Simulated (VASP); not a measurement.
Write the native input for VASP 6.6.1 that does the following.

- Task: single point
- Functional: PBE
- Potentials or basis: VASP PAW PBE potentials, release 64 (K_sv, Cl)
- Cutoff: 520 eV
- k mesh: 8 × 8 × 8
- Occupations: fermi-dirac, width 0.02 eV
- Spin: no spin polarisation
- Dipole correction: no
- Further INCAR settings: ALGO = Normal; EDIFF = 1e-07; NBANDS = 15

The structure of KCl lies in POSCAR:

```
KCl
1.0
    0.0000000000      3.0574203817      3.1689867190
    3.0574203817      0.0000000000      3.1689867190
    3.0574203817      3.0574203817      0.0000000000
K Cl
1 1
Direct
    0.0000000000      0.0000000000      0.0000000000
    0.5000000000      0.5000000000      0.5000000000
```

This cell differs from its parent crystal: epitaxial xy strain -2.8%.

The input as run:

INCAR

```
PREC = Accurate
ENCUT = 520
EDIFF = 1E-7
ISMEAR = -1
SIGMA = 0.02
LREAL = False
LASPH = True
NELM = 60
ALGO = Normal
ISIF = 2
LWAVE = False
LCHARG = False
GGA = PE
NBANDS = 15
```

KPOINTS

```
Automatic mesh
0
Gamma
  8 8 8
```

Potentials or basis: VASP PAW PBE potentials, release 64 (K_sv, Cl).

The run is started by

```sh
$ cat potpaw_PBE.64/K_sv/POTCAR potpaw_PBE.64/Cl/POTCAR > POTCAR
$ mpirun -np 1 vasp_std > vasp.out
```

It gave:

- Pressure: 2.0 GPa
- Band gap on the k mesh: 5.35 eV

Caveat: the cell differs from its parent crystal (epitaxial xy strain -2.8%).

It took 94 s on 1 thread of Intel Xeon 8259CL, on a shared host, peak memory 0.22 GiB.
